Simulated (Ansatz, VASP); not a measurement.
**Two plane-wave programs on Ba3Sn**

```
Sn Ba
1.0
     5.15290    0.00000    0.00000
     0.00000    5.15290    0.00000
     0.00000    0.00000    5.15290
Sn Ba
1 3
Direct
  0.00000 0.00000 0.00000
  0.00000 0.50000 0.50000
  0.50000 0.00000 0.50000
  0.50000 0.50000 0.00000
```

Change from the starting cell: volume scaled by 0.9, PAW files.

Alike in both runs: task single point; functional LDA; k mesh 6 × 6 × 6; occupations fermi-dirac, width 0.05 eV; no spin polarisation.

```csv
,VASP,Ansatz
version,VASP 6.6.1,Ansatz 0.2.0
potentials or method,"VASP PAW LDA potentials, release 64 (Sn_d, Ba_sv)","PAW with Ansatz's default frozen-core files, scalar-relativistic"
plane-wave cutoff (eV),520,420
valence electrons in the cell,44,44
```

VASP gave:

| Item | Value |
| --- | --- |
| pressure (GPa) | 3.8 |

Task: What did Ansatz give for the same quantities?

Result: Pressure (GPa): 3.0.

LDA's correlation is that of Perdew and Zunger in VASP and of Perdew and Wang (1992) in Ansatz.

Neither program's run includes spin-orbit coupling.
